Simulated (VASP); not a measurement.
A run of VASP 6.6.1 is set up as follows.

The input POSCAR:

```
SiC
1.0
    0.0000000000      2.1671620832      2.1852643348
    2.1671620832      0.0000000000      2.1852643348
    2.1671620832      2.1671620832      0.0000000000
Si C
1 1
Direct
    0.0000000000      0.0000000000      0.0000000000
    0.2500000000      0.2500000000      0.2500000000
```

The input INCAR.step1:

```
PREC = Accurate
ENCUT = 520
EDIFF = 1E-5
ISMEAR = 0
SIGMA = 0.01
LREAL = F
LASPH = T
NELM = 60
ALGO = Normal
ISIF = 2
LWAVE = T
LCHARG = F
GGA = PE
NBANDS = 11
```

The input INCAR.step2:

```
PREC = Accurate
ENCUT = 520
EDIFF = 1E-7
ISMEAR = 0
SIGMA = 0.01
LREAL = F
LASPH = T
NELM = 60
ALGO = Normal
ISIF = 2
LWAVE = F
LCHARG = F
GGA = PE
LHFCALC = T
HFSCREEN = 0.2079
PRECFOCK = Normal
ISTART = 1
NBANDS = 11
```

File KPOINTS:

```
regular mesh
0
Gamma
  8 8 8
```

Potentials or basis: VASP PAW PBE potentials, release 64 (Si, C).

Run with:

```sh
$ cat potpaw_PBE.64/Si/POTCAR potpaw_PBE.64/C/POTCAR > POTCAR
$ cp INCAR.step1 INCAR
$ mpirun -np 1 vasp_std > vasp.out
$ cp INCAR.step2 INCAR
$ mpirun -np 1 vasp_std > vasp.out
```

(1) Estimate the band gap on the k mesh.

(2) Predict the pressure.

Answers

(1) 2.18 eV (least direct gap 5.73 eV).

(2) 0.0 GPa.

Caveat: the cell differs from its parent crystal (epitaxial xy strain -0.5%); the PAW data sets were made with another functional, which shifts forces and pressure a little.
